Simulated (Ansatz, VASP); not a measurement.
Given: the input of a run of VASP 6.6.1 on Sr.

Contents of INCAR:

```
PREC = Accurate
ENCUT = 520
EDIFF = 1E-7
ISMEAR = -1
SIGMA = 0.05
LREAL = F
LASPH = T
NELM = 100
ALGO = Fast
ISIF = 2
LWAVE = F
LCHARG = F
GGA = PS
NBANDS = 11
```

File KPOINTS:

```
regular mesh
0
Gamma
  8 8 8
```

The input POSCAR:

```
Sr
1.0
    0.0661010000      3.0195770000      2.9652580000
    3.1346330000      0.0075260000      3.0238330000
    3.1289580000      3.0724770000      0.0132010000
Sr
1
Direct
   -0.0100020000     -0.0043330000      0.0149740000
```

Potentials or basis: VASP PAW PBE potentials, release 64 (Sr_sv).

Command:

```console
$ cat potpaw_PBE.64/Sr_sv/POTCAR > POTCAR
$ mpirun -np 1 vasp_std > vasp.out
```

Question: Set up the same calculation for Ansatz 0.2.0. Potentials there: all-electron LAPW, scalar-relativistic.

Answer: As run (the cutoff follows the program's own potentials):

Contents of input.yaml:

```yaml
crystal:
  lattice:
    - [0.066101, 3.019577, 2.965258]
    - [3.134633, 0.007526, 3.023833]
    - [3.128958, 3.072477, 0.013201]
  atoms:
    - { symbol: Sr, position: [-0.010002, -0.004333, 0.014974] }
kpoints:
  mp_grid: { grid: [8, 8, 8] }
scf:
  occupations: { method: fermi_dirac, width: 0.05 }
hamiltonian:
  xc: pbesol
  pseudopotentials: { kind: all_electron, lapw: { basis_error: 0.001 } }
output:
  forces: true
  stress: true
  eigenvalues: true
  populations: true
```

Potentials or basis: all-electron LAPW, scalar-relativistic.

The run is started by

```sh
$ ansatz run input.yaml --threads 1 --pin off --max-ram 3072MiB --backend cpu --events-out ev --progress --plain --runs-dir out
```

Both were run:

|  | VASP | Ansatz | Ansatz less VASP |
| --- | --- | --- | --- |
| gap on the k mesh at the Fermi level (eV) | none | none | - |
| pressure (GPa) | -0.9 | -0.9 | -0.01 |
| traceless stress, the component that is largest in VASP (GPa) | -0.28 | -0.28 | +0.002 |

VASP's potentials were made for PBE, not for PBEsol. A gap of «none» marks a metal or a gap that the smearing closes. Ansatz ran all-electron here, and VASP with PAW potentials.
